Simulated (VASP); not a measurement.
## CoSi2: single point with PBE

CoSi2:

```xyz
3
Lattice="0.0000 2.6802 2.6802 2.6802 0.0000 2.6802 2.6802 2.6802 0.0000" Properties=species:S:1:pos:R:3 pbc="T T T"
Co    0.0000   -0.0837    0.0000
Si    1.2991    1.4279    1.3401
Si    4.0613    4.1081    4.0203
```

This cell differs from its parent crystal: atoms displaced along a vibrational mode.

```
Program             : VASP 6.6.1
Task                : single point
Functional          : PBE
Potentials or basis : VASP PAW PBE potentials, release 64 (Co, Si)
Cutoff              : 520 eV
k mesh              : 12 × 12 × 12
Occupations         : gaussian, width 0.15 eV
Spin                : no spin polarisation
```

The pressure is 2.4 GPa. The largest force is 2.024 eV/Å. The band gap on the k mesh is zero (an odd number of electrons rules out a gap without spin polarisation).

Forces on the atoms (eV/Å):
```
Co   0.000  2.001  0.304
Si   0.470 -1.001 -0.152
Si  -0.470 -1.001 -0.152
```

Stress tensor (GPa, compression positive):
```
3.09 0.00 0.00
0.00 1.43 3.16
0.00 3.16 2.79
```

Levels at points of the mesh, in eV from the Fermi level:
```tsv
k point	band 7	band 8	band 9	band 10	band 11	band 12
(0.00, 0.00, 0.00)	0.65	2.93	2.98	3.41	3.50	3.81
(0.50, 0.00, 0.00)	-1.68	-0.61	-0.29	2.46	3.45	3.69
(0.00, 0.50, 0.00)	-1.65	-0.50	-0.10	2.35	3.28	3.67
(0.50, 0.50, 0.00)	-2.04	-1.80	-1.37	1.52	2.88	8.50
(0.00, 0.50, 0.50)	-1.91	-1.87	-1.38	1.51	2.89	8.51
(0.50, 0.00, 0.50)	-1.89	-1.75	-1.41	1.50	2.86	8.63
```

It took 3.8 min on 1 thread of Intel(R) Xeon(R) Platinum 8259CL CPU @ 2.50GHz (Skylake/Cascade Lake) (shared host), peak memory 0.39 GiB.

Caveat: the cell differs from its parent crystal (atoms displaced along a vibrational mode); the run has no spin polarisation, though such a crystal can be magnetic; forces of over 1 eV/Å act on the atoms, so gaps and moduli don't describe the material at rest. Spin polarisation is off, so any magnetic state and its effect on volume and gap are missing.
